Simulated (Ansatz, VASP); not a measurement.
**One calculation of BaS, two programs**

```
Ba S
1.0
     0.00000    3.25639    3.25639
     3.25639    0.00000    3.25639
     3.25639    3.25639    0.00000
Ba S
1 1
Direct
  0.00000 0.00000 0.00000
  0.50000 0.50000 0.50000
```

Change from the starting cell: volume scaled by 1.06.

Alike in both runs: task single point; functional PBE; k mesh 7 × 7 × 7; occupations fermi-dirac, width 0.05 eV; no spin polarisation.

```csv
,VASP,Ansatz
version,VASP 6.6.1,Ansatz 0.2.0
potentials or method,"VASP PAW PBE potentials, release 64 (Ba_sv, S), cutoff 520 eV","all-electron LAPW, scalar-relativistic"
```

VASP gave:

| Property | Result |
| --- | --- |
| gap on the k mesh at the Fermi level (eV) | 2.25 |
| least direct gap on the mesh (eV) | 2.42 |
| pressure (GPa) | -1.0 |

Question: Estimate Ansatz's values.

Answer: gap on the k mesh at the Fermi level (eV): 2.34; least direct gap on the mesh (eV): 2.48; pressure (GPa): -1.5.

Ansatz ran all-electron here, and VASP with PAW potentials.

Spin-orbit coupling is off throughout.
